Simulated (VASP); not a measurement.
# LiSi2 (R-3m) in VASP: a series of runs

The runs below take LiSi2 through single point, with PBE.

Program: VASP 6.6.1. These are calculated values, not measurements. Logs are shortened: lines on timing, memory, paths and dates and some standing lists are left out, and cuts for length are marked.

### Step 1. The cell of the first run

It takes space group R-3m (No. 166, trigonal). Conventional cell: a = 3.212 Å, b = 3.212 Å, c = 14.552 Å, α = 90.00°, β = 90.00°, γ = 120.00°. Within 2.9 Å of Li (site symmetry -3m) lie 6 Si at 2.22 Å. Si (site symmetry 3m) has 3 Li at 2.22 Å within 2.9 Å.

### Step 2. Single point, PBE

INCAR

```
SYSTEM = LiSi2
PREC = Accurate
ENCUT = 520
EDIFF = 1E-6
ISMEAR = 0
SIGMA = 0.1
LREAL = .False.
LASPH = .True.
NELM = 60
ALGO = Normal
ISIF = 2
LWAVE = .False.
LCHARG = .True.
GGA = PE
LELF = .True.
LVHAR = .True.
NBANDS = 12
```

KPOINTS

```
regular mesh
0
Gamma
  6 6 6
  0 0 0
```

POSCAR

```
LiSi2
1.0
    1.6060719079      0.9272660484      4.8507480157
   -1.6060719079      0.9272660484      4.8507480157
    0.0000000000     -1.8545320967      4.8507480157
Li Si
1 2
Direct
    0.0000000000      0.0000000000      0.0000000000
    0.7500000000      0.7500000000      0.7500000000
    0.2500000000      0.2500000000      0.2500000000
```

Potentials or basis: VASP PAW PBE potentials, release 64 (Li_sv, Si).

Command:

```
> cat potpaw_PBE.64/Li_sv/POTCAR potpaw_PBE.64/Si/POTCAR > POTCAR
> mpirun -np 1 vasp_std > vasp.out
```

OUTCAR:

```text
SYSTEM = LiSi2
   PREC = Accurate
   ENCUT = 520
   EDIFF = 1E-6
   ISMEAR = 0
   LREAL = .False.
   LASPH = .True.
   NELM = 60
   ISIF = 2
   GGA = PE

 ion  position               nearest neighbor table
   1  0.000  0.000  0.000-   2 2.22   3 2.22   2 2.22   2 2.22   3 2.22   3 2.22
   2  0.750  0.750  0.750-   1 2.22   1 2.22   1 2.22   3 3.05   3 3.05   3 3.05   3 3.05   3 3.05
                             3 3.05
   3  0.250  0.250  0.250-   1 2.22   1 2.22   1 2.22   2 3.05   2 3.05   2 3.05   2 3.05   2 3.05
                             2 3.05

  LATTYP: Found a trigonal (rhomboedric) cell.
 ALAT       =     5.1931729809
 COS(alpha) =     0.8087090651

  Lattice vectors:

 A1 = (   1.6060719079,   0.9272660484,   4.8507480157)
 A2 = (  -1.6060719079,   0.9272660484,   4.8507480157)
 A3 = (   0.0000000000,  -1.8545320967,   4.8507480157)

Analysis of symmetry for initial positions (statically):
=====================================================================
 Subroutine PRICEL returns:
 Original cell was already a primitive cell.

 Routine SETGRP: Setting up the symmetry group for a
 trigonal (rhombohedral) supercell.

 Subroutine GETGRP returns: Found 12 space group operations
 (whereof 12 operations were pure point group operations)
 out of a pool of 12 trial point group operations.

The static configuration has the point symmetry D_3d.

Analysis of symmetry for dynamics (positions and initial velocities):
=====================================================================
 Subroutine PRICEL returns:
 Original cell was already a primitive cell.

 Routine SETGRP: Setting up the symmetry group for a
 trigonal (rhombohedral) supercell.

 Subroutine GETGRP returns: Found 12 space group operations
 (whereof 12 operations were pure point group operations)
 out of a pool of 12 trial point group operations.

The dynamic configuration has the point symmetry D_3d.

 Subroutine INISYM returns: Found 12 space group operations
 (whereof 12 operations are pure point group operations),
 and found     1 'primitive' translations

----------------------------------------------------------------------------------------

                                     Primitive cell

  volume of cell :      43.3440

  direct lattice vectors                    reciprocal lattice vectors
     1.606071908  0.927266048  4.850748016     0.311318564  0.179739857  0.068717924
    -1.606071908  0.927266048  4.850748016    -0.311318564  0.179739857  0.068717924
     0.000000000 -1.854532097  4.850748016     0.000000000 -0.359479713  0.068717924

  length of vectors
     5.193172981  5.193172981  5.193172981     0.365988821  0.365988821  0.365988821

  position of ions in fractional coordinates (direct lattice)
     0.000000000  0.000000000  0.000000000
     0.750000000  0.750000000  0.750000000
     0.250000000  0.250000000  0.250000000

  ion indices of the primitive-cell ions
   primitive index   ion index
                 1           1
                 2           2
                 3           3

----------------------------------------------------------------------------------------

 KPOINTS: regular mesh

Automatic generation of k-mesh.
 Grid dimensions read from file:
 generate k-points for:    6    6    6

 Generating k-lattice:

  Cartesian coordinates                     Fractional coordinates (reciprocal lattice)
     0.051886427  0.029956643  0.011452987     0.166666667 -0.000000000  0.000000000
    -0.051886427  0.029956643  0.011452987    -0.000000000  0.166666667  0.000000000
     0.000000000 -0.059913286  0.011452987    -0.000000000 -0.000000000  0.166666667

  Length of vectors
     0.060998137  0.060998137  0.060998137

  Shift w.r.t. Gamma in fractional coordinates (k-lattice)
     0.000000000  0.000000000  0.000000000

 Subroutine IBZKPT returns following result:
 ===========================================

 Found     32 irreducible k-points:

 Following reciprocal coordinates:
            Coordinates               Weight
  0.000000  0.000000  0.000000      1.000000
  0.166667  0.000000 -0.000000      6.000000
  0.333333  0.000000  0.000000      6.000000
  0.500000  0.000000 -0.000000      3.000000
  0.166667  0.166667 -0.000000      6.000000
  0.333333  0.166667 -0.000000     12.000000
[... 16 lines left out ...]
  0.500000  0.500000  0.166667      6.000000
 -0.333333  0.500000  0.166667     12.000000
 [... further k-points ...]
   k-points           NKPTS =     32   k-points in BZ     NKDIM =     32   number of bands    NBANDS=     12
   number of dos      NEDOS =    301   number of ions     NIONS =      3
   total plane-waves  NPLWV =  64000
   dimension x,y,z NGX =    40 NGY =   40 NGZ =   40
   dimension x,y,z NGXF=    80 NGYF=   80 NGZF=   80
   ions per type =               1   2
   NGX,Y,Z   is equivalent  to a cutoff of  12.80, 12.80, 12.80 a.u.
   NGXF,Y,Z  is equivalent  to a cutoff of  25.61, 25.61, 25.61 a.u.
 SYSTEM =  LiSi2
   PREC   = accura    normal or accurate (medium, high low for compatibility)
   ISTART =      0    job   : 0-new  1-cont  2-samecut
   ICHARG =      2    charge: 1-file 2-atom 10-const
   ISPIN  =      1    spin polarized calculation?
   LNONCOLLINEAR =      F non collinear calculations
   LSORBIT =      F    spin-orbit coupling
   LASPH  =      T    aspherical Exc in radial PAW
   ENCUT  =  520.0 eV  38.22 Ry    6.18 a.u.   9.66  9.66  9.66*2*pi/ulx,y,z
   NELM   =     60;   NELMIN=  2; NELMDL= -5     # of ELM steps
   EDIFF  = 0.1E-05   stopping-criterion for ELM
   LREAL  =      F    real-space projection
   EDIFFG = 0.1E-04   stopping-criterion for IOM
   NSW    =      0    number of steps for IOM
   IBRION =     -1    ionic relax: 0-MD 1-quasi-New 2-CG
   NFREE  =      0    steps in history (QN), initial steepest desc. (CG)
   ISIF   =      2    stress and relaxation
   ISYM   =      2    0-nonsym 1-usesym 2-fastsym
   POTIM  = 0.5000    time-step for ionic-motion
   TEBEG  =    0.0;   TEEND  =   0.0 temperature during run
   PSTRESS=    0.0 pullay stress
   NELECT =      11.0000    total number of electrons
   NUPDOWN=      -1.0000    fix difference up-down
   EMIN   =  10.00;   EMAX   =-10.00  energy-range for DOS
   EFERMI =   0.00;   METHOD = LEGACY
   ISMEAR =     0;   SIGMA  =   0.10  broadening in eV -4-tet -1-fermi 0-gaus
   EFERMI_NEDOS =   21; number of points for ismear=-14 and -15
   IALGO  =     38    algorithm
   IMIX   =      4    mixing-type and parameters
     AMIX     =   0.40;   BMIX     =  1.00
     AMIX_MAG =   1.60;   BMIX_MAG =  1.00
  volume/ion in A,a.u.               =      14.45        97.50
  Fermi-wavevector in a.u.,A,eV,Ry     =   1.036484  1.958671 14.616728  1.074299
  Thomas-Fermi vector in A             =   2.170877
   LORBIT       =      0    0 simple, 1 ext, 2 COOP (PROOUT), +10 PAW based schemes
   GGA     = PE    functional components
   LHFCALC =     F    Hartree Fock is set to
   AEXX    =    0.0000 exact exchange contribution
   IVDW    =     0    specifies the selected vdW correction
   LEPSILON=     F    determine dielectric tensor
   LRPA    =     F    only Hartree local field effects (RPA)
 non-spin polarized calculation
 Gauss-broadening in eV      SIGMA  =   0.10
  energy-cutoff  :      520.00
  volume of cell :       43.34
 maximum number of plane-waves:      1178
 NGX is ok and might be reduce to    40
   NGX = 19   NGY = 19   NGZ = 19

 number of electron      10.9999996 magnetization

 Free energy of the ion-electron system (eV)
  ---------------------------------------------------
  ext. energy  EPLUGINS =         0.00000000
  ---------------------------------------------------
  free energy    TOTEN  =        -9.70291574 eV

  energy without entropy =       -9.69626379  energy(sigma->0) =       -9.69958977

 E-fermi :   6.9968     XC(G=0): -10.2160

 val. band max:        6.9231168297   @ k =  -0.3333   0.3333   0.3333
 cond. band min:       7.0550290390   @ k =   0.5000   0.5000  -0.0000
 fundamental gap:      0.1319122092
 Fermi energy:         6.9967553390

 k-point     1 :       0.0000    0.0000    0.0000
  band No.  band energies     occupation
      1     -38.9262      2.00000
      2      -4.4859      2.00000
      3       0.0648      2.00000
      4       2.3516      2.00000
      5      10.9111      0.00000
      6      10.9111      0.00000
      7      11.7379      0.00000
      8      11.7379      0.00000
      9      13.9809      0.00000
     10      14.5464      0.00000
     11      14.5464      0.00000
     12      14.8346      0.00000

 k-point     2 :       0.1667    0.0000   -0.0000
  band No.  band energies     occupation
      1     -38.9230      2.00000
      2      -4.0261      2.00000
      3       0.3859      2.00000
      4       2.8806      2.00000
      5       7.5609      0.00000
      6       9.4533      0.00000
      7      10.1545      0.00000
      8      11.2438      0.00000
      9      12.6183      0.00000
     10      13.6196      0.00000
     11      15.8698      0.00000
     12      16.3918      0.00000

 k-point     3 :       0.3333    0.0000    0.0000
  band No.  band energies     occupation
      1     -38.9168      2.00000
      2      -2.6728      2.00000
      3       1.0531      2.00000
      4       3.8073      2.00000
      5       4.7410      2.00000
      6       6.8203      1.98741
      7       8.1959      0.00000
      8       9.9611      0.00000
      9      10.3095      0.00000
     10      12.7928      0.00000
     11      14.2499      0.00000
     12      17.7996      0.00000
[... 286 lines left out ...]
 k-point    23 :       0.5000    0.5000    0.1667
  band No.  band energies     occupation
      1     -38.9168      2.00000
      2      -2.0223      2.00000
      3      -0.6195      2.00000
      4       3.9017      2.00000
      5       5.5947      2.00000
      6       7.5353      0.00000
      7       8.3010      0.00000
      8      10.9305      0.00000
      9      12.0502      0.00000
     10      12.0560      0.00000
     11      13.9519      0.00000
     12      15.1548      0.00000

 k-point    24 :      -0.3333    0.5000    0.1667
  band No.  band energies     occupation
      1     -38.9138      2.00000
      2      -0.8330      2.00000
      3       0.3398      2.00000
      4       2.6242      2.00000
      5       4.1632      2.00000
      6       6.0279      2.00000
      7       8.7009      0.00000
      8       9.3549      0.00000
      9      10.8051      0.00000
     10      12.7954      0.00000
     11      13.4946      0.00000
     12      15.5122      0.00000

 [... further k-points ...]
[... 5 lines left out ...]
  --------------------------------------------------------------------------------------
  -------------------------------------------------------------------------------------
  Total        2.8424701      2.8424701      3.8904854      0.0000000      0.0000000      0.0000000
  in kB      105.0696254    105.0696254    143.8086660      0.0000000      0.0000000      0.0000000
  external PRESSURE =     117.9826389 kB  Pullay stress =       0.0000000 kB

 VOLUME and BASIS-vectors are now :
 -----------------------------------------------------------------------------
  energy-cutoff  :      520.00
  volume of cell :       43.34
      direct lattice vectors                 reciprocal lattice vectors
     1.606071908  0.927266048  4.850748016     0.311318564  0.179739857  0.068717924
    -1.606071908  0.927266048  4.850748016    -0.311318564  0.179739857  0.068717924
     0.000000000 -1.854532097  4.850748016     0.000000000 -0.359479713  0.068717924

 POSITION                                       TOTAL-FORCE (eV/Angst)
 -----------------------------------------------------------------------------------
      0.00000      0.00000      0.00000         0.000000     -0.000000      0.000000
      0.00000      0.00000     10.91418        -0.000000      0.000000      2.770465
      0.00000      0.00000      3.63806        -0.000000     -0.000000     -2.770465
 -----------------------------------------------------------------------------------
    total drift:                                0.000000      0.000000     -0.000000

  FREE ENERGIE OF THE ION-ELECTRON SYSTEM (eV)
  ---------------------------------------------------
  free  energy   TOTEN  =        -9.7029157390 eV

  energy  without entropy=       -9.6962637939  energy(sigma->0) =       -9.69958977
```

Run time: 58 s. Hardware: 1 thread of Intel Xeon 8259CL, shared host; peak memory 0.22 GiB.

Results:

```yaml
Free_energy: -9.7029 eV
Largest_force: 2.770 eV/Å
Band_gap_on_the_k_mesh: zero (an odd number of electrons rules out a gap without spin polarisation)
```

Forces in eV/Å, atoms in the order of the input:
```
Li   0.000  0.000  0.000
Si   0.000  0.000  2.770
Si   0.000  0.000 -2.770
```

Caveat: the k points lie up to 0.38 Å⁻¹ apart, too coarse for converged energies and pressures of a metal; the cutoff is under 1.25 times the usual one of these potentials, so pressure, stress and relaxed cells hold a basis-set (Pulay) error; an odd number of electrons without spin polarisation forces a metal; a magnetic or distorted state may lie lower.

### Step 3. Single point, PBE

This run uses another cell than the first one, of 15.98 Å³/atom.

INCAR

```
SYSTEM = LiSi2
ALGO = Normal
EDIFF = 1E-6
ENCUT = 520
GGA = PE
ISIF = 2
ISMEAR = 0
LASPH = .True.
LCHARG = .False.
LREAL = .False.
LWAVE = .False.
NBANDS = 12
NELM = 80
PREC = Accurate
SIGMA = 0.1
```

KPOINTS

```
k-points
0
Gamma
  6 6 6
  0 0 0
```

POSCAR

```
LiSi2
1.0
    1.5311919147      0.8840340642      5.9012816263
   -1.5311919147      0.8840340642      5.9012816263
    0.0000000000     -1.7680681283      5.9012816263
Li Si
1 2
Direct
    0.0000000000      0.0000000000      0.0000000000
    0.7849559278      0.7849559278      0.7849559278
    0.2150440722      0.2150440722      0.2150440722
```

Potentials or basis: VASP PAW PBE potentials, release 64 (Li_sv, Si).

Command:

```
> cat potpaw_PBE.64/Li_sv/POTCAR potpaw_PBE.64/Si/POTCAR > POTCAR
> mpirun -np 1 vasp_std > vasp.out
```

Wall time 84 s (1 thread of Intel Xeon 8259CL, shared host); peak memory 0.3 GiB.

The run converged. Its results:

```
Free energy            : -12.3414 eV
Largest force          : 0.011 eV/Å
Band gap on the k mesh : zero (an odd number of electrons rules out a gap without spin polarisation)
```

Forces on the atoms (eV/Å):
```
Li   0.000  0.000  0.000
Si   0.000  0.000  0.011
Si   0.000  0.000 -0.011
```

Levels at points of the mesh, in eV from the Fermi level:
```csv
k point,band 1,band 2,band 3,band 4,band 5,band 6,band 7,band 8,band 9,band 10
"(0.00, 0.00, 0.00)",-46.65,-12.96,-7.93,-4.59,4.17,4.17,5.05,6.01,6.60,6.60
"(0.50, 0.00, 0.00)",-46.63,-8.53,-7.36,-3.95,-2.42,0.27,0.37,0.84,3.75,4.75
"(0.50, 0.50, 0.00)",-46.63,-8.57,-7.22,-3.69,-3.60,0.60,0.74,2.57,4.07,5.04
"(0.50, 0.50, 0.50)",-46.65,-12.91,-8.44,-2.94,0.83,4.15,4.15,6.49,6.49,8.83
```

Caveat: the k points lie up to 0.40 Å⁻¹ apart, too coarse for converged energies and pressures of a metal; the cutoff is under 1.25 times the usual one of these potentials, so pressure, stress and relaxed cells hold a basis-set (Pulay) error; an odd number of electrons without spin polarisation forces a metal; a magnetic or distorted state may lie lower.

The gap in the log of VASP goes by the Fermi energy; the results here count the filled bands.